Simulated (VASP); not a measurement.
# Si (Fd-3m) in VASP: further runs

Aim: see how the results for Si move with the level of theory and the settings. Levels: pbesol exchange, pbe correlation. Tasks: single point.

Program: VASP 6.6.1. These are calculated values, not measurements. Logs are shortened: lines on timing, memory, paths and dates and some standing lists are left out, and cuts for length are marked.

## Step 1: The cell of the first run

Symmetry: Fd-3m, No. 227, cubic system. The conventional cell has a = 5.370 Å, b = 5.370 Å, c = 5.370 Å, α = 90.00°, β = 90.00°, γ = 90.00°. Within 3.1 Å of Si (site symmetry -43m) lie 4 Si at 2.33 Å.

## Step 2: Single point, pbesol exchange, pbe correlation, collinear spin (19.36 Å³/atom)

INCAR

```
SYSTEM = Si
ALGO = Normal
EDIFF = 1E-6
ENCUT = 500
GGA = LIBXC
GGA_COMPAT = .False.
ISIF = 2
ISMEAR = 0
ISPIN = 2
LASPH = .True.
LCHARG = .False.
LIBXC1 = GGA_X_PBE_SOL
LIBXC2 = GGA_C_PBE
LORBIT = 11
LREAL = .False.
LWAVE = .False.
MAGMOM = 0.5 0.5
NBANDS = 15
NELM = 200
NUPDOWN = 1.0
PREC = Accurate
SIGMA = 0.025
```

KPOINTS

```
k-points
0
Gamma
  8 8 8
  0 0 0
```

POSCAR

```
Si
1.0
    0.0000000000      2.6850649043      2.6850649043
    2.6850649043      0.0000000000      2.6850649043
    2.6850649043      2.6850649043      0.0000000000
Si
2
Direct
    0.5000000000      0.5000000000      0.5000000000
    0.7500000000      0.7500000000      0.7500000000
```

Potentials or basis: VASP PAW PBE potentials, release 64 (Si).

Run with:

```console
cat potpaw_PBE.64/Si/POTCAR > POTCAR
mpirun -np 1 vasp_std > vasp.out
```

OUTCAR:

```text
SYSTEM = Si
   EDIFF = 1E-6
   ENCUT = 500
   GGA = LIBXC
   ISIF = 2
   ISMEAR = 0
   ISPIN = 2
   LASPH = .True.
   LORBIT = 11
   LREAL = .False.
   NELM = 200
   NUPDOWN = 1.0
   PREC = Accurate

 ion  position               nearest neighbor table
   1  0.500  0.500  0.500-   2 2.33   2 2.33   2 2.33   2 2.33
   2  0.750  0.750  0.750-   1 2.33   1 2.33   1 2.33   1 2.33

  LATTYP: Found a face centered cubic cell.
 ALAT       =     5.3701298086

  Lattice vectors:

 A1 = (   0.0000000000,   2.6850649043,   2.6850649043)
 A2 = (   2.6850649043,   0.0000000000,   2.6850649043)
 A3 = (   2.6850649043,   2.6850649043,   0.0000000000)

Analysis of symmetry for initial positions (statically):
=====================================================================
 Subroutine PRICEL returns:
 Original cell was already a primitive cell.

 Routine SETGRP: Setting up the symmetry group for a
 face centered cubic supercell.

 Subroutine GETGRP returns: Found 48 space group operations
 (whereof 24 operations were pure point group operations)
 out of a pool of 48 trial point group operations.

The static configuration has the point symmetry T_d .
 The point group associated with its full space group is O_h .

Analysis of symmetry for dynamics (positions and initial velocities):
=====================================================================
 Subroutine PRICEL returns:
 Original cell was already a primitive cell.

 Routine SETGRP: Setting up the symmetry group for a
 face centered cubic supercell.

 Subroutine GETGRP returns: Found 48 space group operations
 (whereof 24 operations were pure point group operations)
 out of a pool of 48 trial point group operations.

The dynamic configuration has the point symmetry T_d .
 The point group associated with its full space group is O_h .

Analysis of structural, dynamic, and magnetic symmetry:
=====================================================================
 Subroutine PRICEL returns:
 Original cell was already a primitive cell.

 Routine SETGRP: Setting up the symmetry group for a
 face centered cubic supercell.

 Subroutine GETGRP returns: Found 48 space group operations
 (whereof 24 operations were pure point group operations)
 out of a pool of 48 trial point group operations.

The overall configuration has the point symmetry T_d .
 The point group associated with its full space group is O_h .

 Subroutine INISYM returns: Found 48 space group operations
 (whereof 24 operations are pure point group operations),
 and found     1 'primitive' translations

----------------------------------------------------------------------------------------

                                     Primitive cell

  volume of cell :      38.7163

  direct lattice vectors                    reciprocal lattice vectors
     0.000000000  2.685064904  2.685064904    -0.186215238  0.186215238  0.186215238
     2.685064904  0.000000000  2.685064904     0.186215238 -0.186215238  0.186215238
     2.685064904  2.685064904  0.000000000     0.186215238  0.186215238 -0.186215238

  length of vectors
     3.797255204  3.797255204  3.797255204     0.322534253  0.322534253  0.322534253

  position of ions in fractional coordinates (direct lattice)
     0.500000000  0.500000000  0.500000000
     0.750000000  0.750000000  0.750000000

  ion indices of the primitive-cell ions
   primitive index   ion index
                 1           1
                 2           2

----------------------------------------------------------------------------------------

 KPOINTS: k-points

Automatic generation of k-mesh.
 Grid dimensions read from file:
 generate k-points for:    8    8    8

 Generating k-lattice:

  Cartesian coordinates                     Fractional coordinates (reciprocal lattice)
    -0.023276905  0.023276905  0.023276905     0.125000000  0.000000000  0.000000000
     0.023276905 -0.023276905  0.023276905     0.000000000  0.125000000  0.000000000
     0.023276905  0.023276905 -0.023276905     0.000000000  0.000000000  0.125000000

  Length of vectors
     0.040316782  0.040316782  0.040316782

  Shift w.r.t. Gamma in fractional coordinates (k-lattice)
     0.000000000  0.000000000  0.000000000

 Subroutine IBZKPT returns following result:
[... 34 lines left out ...]
   dimension x,y,z NGX =    28 NGY =   28 NGZ =   28
   dimension x,y,z NGXF=    56 NGYF=   56 NGZF=   56
   ions per type =               2
   NGX,Y,Z   is equivalent  to a cutoff of  12.26, 12.26, 12.26 a.u.
   NGXF,Y,Z  is equivalent  to a cutoff of  24.52, 24.52, 24.52 a.u.
 SYSTEM =  Si
   PREC   = accura    normal or accurate (medium, high low for compatibility)
   ISTART =      0    job   : 0-new  1-cont  2-samecut
   ICHARG =      2    charge: 1-file 2-atom 10-const
   ISPIN  =      2    spin polarized calculation?
   LNONCOLLINEAR =      F non collinear calculations
   LSORBIT =      F    spin-orbit coupling
   LASPH  =      T    aspherical Exc in radial PAW
   ENCUT  =  500.0 eV  36.75 Ry    6.06 a.u.   6.92  6.92  6.92*2*pi/ulx,y,z
   NELM   =    200;   NELMIN=  2; NELMDL= -5     # of ELM steps
   EDIFF  = 0.1E-05   stopping-criterion for ELM
   LREAL  =      F    real-space projection
   EDIFFG = 0.1E-04   stopping-criterion for IOM
   NSW    =      0    number of steps for IOM
   IBRION =     -1    ionic relax: 0-MD 1-quasi-New 2-CG
   NFREE  =      0    steps in history (QN), initial steepest desc. (CG)
   ISIF   =      2    stress and relaxation
   ISYM   =      2    0-nonsym 1-usesym 2-fastsym
   POTIM  = 0.5000    time-step for ionic-motion
   TEBEG  =    0.0;   TEEND  =   0.0 temperature during run
   PSTRESS=    0.0 pullay stress
   NELECT =       8.0000    total number of electrons
   NUPDOWN=       1.0000    fix difference up-down
   EMIN   =  10.00;   EMAX   =-10.00  energy-range for DOS
   EFERMI =   0.00;   METHOD = LEGACY
   ISMEAR =     0;   SIGMA  =   0.03  broadening in eV -4-tet -1-fermi 0-gaus
   EFERMI_NEDOS =   21; number of points for ismear=-14 and -15
   IALGO  =     38    algorithm
   IMIX   =      4    mixing-type and parameters
     AMIX     =   0.40;   BMIX     =  1.00
     AMIX_MAG =   1.60;   BMIX_MAG =  1.00
  volume/ion in A,a.u.               =      19.36       130.64
  Fermi-wavevector in a.u.,A,eV,Ry     =   0.967847  1.828966 12.744956  0.936728
  Thomas-Fermi vector in A             =   2.097767
   LORBIT       =     11    0 simple, 1 ext, 2 COOP (PROOUT), +10 PAW based schemes
   GGA     = LIBXC    functional components
   LHFCALC =     F    Hartree Fock is set to
   AEXX    =    0.0000 exact exchange contribution
   IVDW    =     0    specifies the selected vdW correction
   LEPSILON=     F    determine dielectric tensor
   LRPA    =     F    only Hartree local field effects (RPA)
 spin polarized calculation
 Gauss-broadening in eV      SIGMA  =   0.03
  energy-cutoff  :      500.00
  volume of cell :       38.72
 maximum number of plane-waves:       995
   NGX = 13   NGY = 13   NGZ = 13

 number of electron       8.0000001 magnetization       1.0000000

 Free energy of the ion-electron system (eV)
  ---------------------------------------------------
  ext. energy  EPLUGINS =         0.00000000
  ---------------------------------------------------
  free energy    TOTEN  =       -10.49918242 eV

  energy without entropy =      -10.49850575  energy(sigma->0) =      -10.49884409

 E-fermi :   4.6291     XC(G=0):  -9.7898

 val. band max:        7.8420368399   @ k =   0.2500   0.1250   0.0000
 cond. band min:       4.6404867110   @ k =   0.1250   0.0000   0.0000
 fundamental gap:     -3.2015501289
 Fermi energy:         7.8959547960

 spin component 1

 k-point     1 :       0.0000    0.0000    0.0000
  band No.  band energies     occupation
      1      -6.4706      1.00000
      2       5.7260      1.00000
      3       5.7260      1.00000
      4       5.7260      1.00000
      5       8.3135      0.00000
      6       8.3135      0.00000
      7       8.3135      0.00000
      8       9.4867      0.00000
      9      13.4781      0.00000
     10      13.4781      0.00000
     11      13.5298      0.00000
     12      16.9947      0.00000
     13      16.9947      0.00000
     14      16.9947      0.00000
[... 403 lines left out ...]
      4       3.4908      1.00000
      5       8.7656      0.00000
      6       8.8332      0.00000
      7      11.7148      0.00000
      8      12.8748      0.00000
      9      13.2376      0.00000
     10      16.3400      0.00000
     11      17.6194      0.00000
     12      18.2430      0.00000
     13      21.5073      0.00000
     14      21.6819      0.00000
     15      24.0966      0.00000

 [... further k-points ...]

 spin component 2

 k-point     1 :       0.0000    0.0000    0.0000
  band No.  band energies     occupation
      1      -5.9398      1.00000
      2       6.2506      0.00000
      3       6.2506      0.00000
      4       6.2506      0.00000
      5       8.8382      0.00000
      6       8.8382      0.00000
      7       8.8382      0.00000
      8       9.9867      0.00000
      9      13.9945      0.00000
     10      13.9945      0.00000
     11      14.1874      0.00000
     12      17.5632      0.00000
     13      17.5632      0.00000
     14      17.5632      0.00000
[... 403 lines left out ...]
      4       4.0204      1.00000
      5       9.3270      0.00000
      6       9.3686      0.00000
      7      12.2483      0.00000
      8      13.4275      0.00000
      9      13.7755      0.00000
     10      16.9152      0.00000
     11      18.1530      0.00000
     12      18.8044      0.00000
     13      22.0635      0.00000
     14      22.1845      0.00000
     15      24.6471      0.00000

 [... further k-points ...]
[... 5 lines left out ...]
  --------------------------------------------------------------------------------------
  -------------------------------------------------------------------------------------
  Total        0.8083559      0.8083559      0.8083559      0.0000000      0.0000000      0.0000000
  in kB       33.4517493     33.4517493     33.4517493      0.0000000      0.0000000      0.0000000
  external PRESSURE =      33.4517493 kB  Pullay stress =       0.0000000 kB

 VOLUME and BASIS-vectors are now :
 -----------------------------------------------------------------------------
  energy-cutoff  :      500.00
  volume of cell :       38.72
      direct lattice vectors                 reciprocal lattice vectors
     0.000000000  2.685064904  2.685064904    -0.186215238  0.186215238  0.186215238
     2.685064904  0.000000000  2.685064904     0.186215238 -0.186215238  0.186215238
     2.685064904  2.685064904  0.000000000     0.186215238  0.186215238 -0.186215238

 POSITION                                       TOTAL-FORCE (eV/Angst)
 -----------------------------------------------------------------------------------
      2.68506      2.68506      2.68506         0.000000      0.000000      0.000000
      4.02760      4.02760      4.02760        -0.000000     -0.000000     -0.000000
 -----------------------------------------------------------------------------------
    total drift:                                0.000000      0.000000     -0.000000

  FREE ENERGIE OF THE ION-ELECTRON SYSTEM (eV)
  ---------------------------------------------------
  free  energy   TOTEN  =       -10.4991824167 eV

  energy  without entropy=      -10.4985057548  energy(sigma->0) =      -10.49884409

 total charge

# of ion       s       p       d       tot
------------------------------------------
    1        0.780   0.893   0.000   1.673
    2        0.780   0.893   0.000   1.673
--------------------------------------------------
tot          1.559   1.786   0.000   3.345

 magnetization (x)

# of ion       s       p       d       tot
------------------------------------------
    1        0.032   0.136   0.000   0.167
    2        0.032   0.136   0.000   0.167
--------------------------------------------------
tot          0.063   0.271   0.000   0.334
```

Run time: 18 s. Hardware: 1 thread of Intel Xeon Platinum 8559C (Emerald Rapids), shared host; peak memory 0.17 GiB.

Results:

```
Free energy                                           : -10.4992 eV
Pressure                                              : 3.3 GPa
Net moment                                            : 1.00 μB per cell
Site moments                                          : Si +0.17 μB
Valence electrons inside the program's atomic spheres : Si 1.67
```

Caveat: the cell stands under pressure; the PAW data sets were made with another functional, which shifts forces and pressure a little; the total moment is fixed, so each spin has its own Fermi level.

## Step 3: Single point, pbesol exchange, pbe correlation, collinear spin (19.76 Å³/atom)

This run uses another cell than the first one, of 19.76 Å³/atom.

INCAR

```
  ALGO = Normal
  EDIFF = 1E-6
  ENCUT = 500
  GGA = LIBXC
  GGA_COMPAT = F
  ISIF = 2
  ISMEAR = 0
  ISPIN = 2
  LASPH = T
  LCHARG = F
  LIBXC1 = GGA_X_PBE_SOL
  LIBXC2 = GGA_C_PBE
  LORBIT = 11
  LREAL = F
  LWAVE = F
  MAGMOM = 0.5 0.5
  NBANDS = 15
  NELM = 200
  NUPDOWN = 1.0
  PREC = Accurate
  SIGMA = 0.025
```

KPOINTS

```
k-points
0
Gamma
  8 8 8
```

POSCAR

```
Si
1.0
    0.0000000000      2.7035831784      2.7035831784
    2.7035831784      0.0000000000      2.7035831784
    2.7035831784      2.7035831784      0.0000000000
Si
2
Direct
    0.5000000000      0.5000000000      0.5000000000
    0.7500000000      0.7500000000      0.7500000000
```

Potentials or basis: VASP PAW PBE potentials, release 64 (Si).

Run with:

```console
cat potpaw_PBE.64/Si/POTCAR > POTCAR
mpirun -np 1 vasp_std > vasp.out
```

It took 19 s on 1 thread of Intel Xeon Platinum 8559C (Emerald Rapids), shared host; peak memory 0.17 GiB.

It converged, with:

| Quantity | Value |
| --- | --- |
| Free energy | -10.5109 eV |
| Pressure | 1.3 GPa |
| Net moment | 1.00 μB per cell |
| Site moments | Si +0.17 μB |
| Valence electrons inside the program's atomic spheres | Si 1.66 |

Caveat: the PAW data sets were made with another functional, which shifts forces and pressure a little; the total moment is fixed, so each spin has its own Fermi level.
